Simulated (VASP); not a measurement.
Wanted: the native input for a VASP 6.6.1 run.

```
Task                   : relaxation of cell and atoms
Functional             : LDA
Potentials or basis    : VASP PAW LDA potentials, release 64 (Mg, S)
Cutoff                 : 600 eV
k mesh                 : 8 × 8 × 8
Occupations            : gaussian, width 0.01 eV
Spin                   : no spin polarisation
Target pressure        : 10 GPa
Dipole correction      : no
Further INCAR settings : ALGO = Normal; EDIFF = 1e-06; IBRION = 2; EDIFFG = -0.002; NSW = 100; ISIF = 3
```

The structure of MgS lies in POSCAR:

```
MgS
1.0
    0.0000000000      2.5641819422      2.5641819422
    2.5641819422      0.0000000000      2.5641819422
    2.5641819422      2.5641819422      0.0000000000
Mg S
1 1
Direct
    0.0000000000      0.0000000000      0.0000000000
    0.5000000000      0.5000000000      0.5000000000
```

These files were run (other wordings do the same):

INCAR

```
  PREC = Accurate
  ENCUT = 600
  EDIFF = 1E-6
  ISMEAR = 0
  SIGMA = 0.01
  LREAL = F
  LASPH = T
  NELM = 100
  ALGO = Normal
  ISIF = 3
  LWAVE = F
  LCHARG = F
  GGA = CA
  IBRION = 2
  NSW = 100
  EDIFFG = -0.002
  PSTRESS = 100.0
```

KPOINTS

```
Automatic mesh
0
Gamma
  8 8 8
```

Potentials or basis: VASP PAW LDA potentials, release 64 (Mg, S).

Command:

```console
$ cat potpaw_LDA.64/Mg/POTCAR potpaw_LDA.64/S/POTCAR > POTCAR
$ mpirun -np 1 vasp_std > vasp.out
```

It gave:

| Property | Result |
| --- | --- |
| Relaxed volume | 15.22 Å³/atom |
| Relaxed cell | a = 3.505 Å, b = 3.505 Å, c = 3.505 Å, α = 60.00°, β = 60.00°, γ = 60.00° |
| Space group after relaxing (to 0.05 Å) | Fm-3m (No. 225) |
| Energy change on relaxing (the enthalpy is what falls) | +44.0 meV/atom |
| Ionic steps | 6 |
| Pressure after relaxing | 10.0 GPa |
| Band gap on the k mesh | 2.86 eV, indirect (least direct gap 4.75 eV) |

Caveat: the cell is relaxed towards a set pressure, so the enthalpy falls and the energy may rise.

It took 29 s on 1 thread of AMD EPYC 7R43 64-Core Processor (Zen 3), with other jobs on the host, peak memory 0.12 GiB.
